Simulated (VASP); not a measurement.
Here is a VASP 6.6.1 calculation.

INCAR

```
PREC = Accurate ; ENCUT = 910
EDIFF = 1E-6 ; ISMEAR = 0
SIGMA = 0.1 ; LREAL = False
LASPH = True ; NELM = 120
ALGO = Normal ; ISIF = 2
LWAVE = False ; LCHARG = True
GGA = PE ; IVDW = 12
LELF = True ; LVHAR = True
NBANDS = 16 ; GGA_COMPAT = False
```

File KPOINTS:

```
regular mesh
0
Gamma
  18 18 14
```

Contents of POSCAR:

```
WC
1.0
    2.9020923529      0.0000000000      0.0000000000
   -1.4510461764      2.5132857018      0.0000000000
    0.0000000000      0.0000000000      2.8327426160
W C
1 1
Direct
    0.0000000000      0.0000000000      0.0000000000
    0.6666666667      0.3333333333      0.5000000000
```

Potentials or basis: VASP PAW PBE potentials, release 64 (W_sv, C_h).

Launch:

```console
$ cat potpaw_PBE.64/W_sv/POTCAR potpaw_PBE.64/C_h/POTCAR > POTCAR
$ mpirun -np 1 vasp_std > vasp.out
```

Question: What does it give for the dispersion energy per atom?

Answer: -0.464 eV.

Question: Predict the band gap on the k mesh.

Answer: Zero (bands 9 and 10 overlap by 1.21 eV).

Question: Estimate the pressure.

Answer: 1.0 GPa.

Stress tensor (GPa, compression positive):
```
0.92 0.00 0.00
0.00 0.92 0.00
0.00 0.00 1.20
```

Caveat: the cutoff is under 1.25 times the usual one of these potentials, so pressure, stress and relaxed cells hold a basis-set (Pulay) error; spin-orbit coupling is left out, which moves the levels of the heavy elements.
